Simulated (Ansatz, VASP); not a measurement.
# One calculation of GaSb3, two programs

```
Ga Sb
1.0
     0.00000    3.73060    3.73060
     3.73060    0.00000    3.73060
     3.73060    3.73060    0.00000
Ga Sb
1 3
Direct
  0.00000 0.00000 0.00000
  0.25000 0.25000 0.25000
  0.75000 0.75000 0.75000
  0.50000 0.50000 0.50000
```

Alike in both runs: task relaxation of cell and atoms; functional PBE; dispersion D3(BJ); k mesh 10 × 10 × 10; occupations gaussian, width 0.1 eV; no spin polarisation.

|  | VASP | Ansatz |
| --- | --- | --- |
| version | VASP 6.6.1 | Ansatz 0.2.0 |
| potentials or method | VASP PAW PBE potentials, release 64 (Ga_d, Sb), cutoff 600 eV | scalar-relativistic, plane waves, PAW |
| valence electrons in the cell | 28 | 58 |

|  | VASP | Ansatz | Ansatz less VASP |
| --- | --- | --- | --- |
| gap on the k mesh at the Fermi level, each at its own relaxed structure (eV) | none | none | - |
| relaxed volume (Å³/atom) | 24.24 | 24.28 | +0.039 |
| relaxed cell length with the largest relative difference (Å) | 5.156 | 5.159 | +0.0027 |

A gap of «none» marks a metal or a gap that the smearing closes. VASP's potentials hold 28 valence electrons a cell and Ansatz's 58, so a difference there can come from the potentials and not from the codes.

Spin-orbit coupling is off throughout. Noted on VASP's run: too few bands were computed for a metal, which touches its energy and stress.
